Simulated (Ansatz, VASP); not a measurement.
SrTiO3: VASP beside Ansatz

```
Sr Ti O
1.0
     3.72879    0.00000    0.00000
     0.00000    3.72879    0.00000
     0.00000    0.00000    3.72879
Sr Ti O
1 1 3
Direct
  0.50000 0.50000 0.50000
  0.00000 0.00000 0.00000
  0.50000 0.00000 0.00000
  0.00000 0.50000 0.00000
  0.00000 0.00000 0.50000
```

Alike in both runs: task single point; functional PBEsol; k mesh 6 × 6 × 6; occupations gaussian, width 0.05 eV; no spin polarisation.

|  | VASP | Ansatz |
| --- | --- | --- |
| version | VASP 6.6.1 | Ansatz 0.2.0 |
| potentials or method | VASP PAW PBE potentials, release 64 (Sr_sv, Ti_sv, O), cutoff 520 eV | scalar-relativistic, plane waves, PAW |
| valence electrons in the cell | 40 | 40 |

```tsv
	VASP	Ansatz	Ansatz less VASP
gap on the k mesh at the Fermi level (eV)	2.02	2.06	+0.043
least direct gap on the mesh (eV)	2.26	2.28	+0.024
```

VASP's potentials were made for PBE, not for PBEsol.
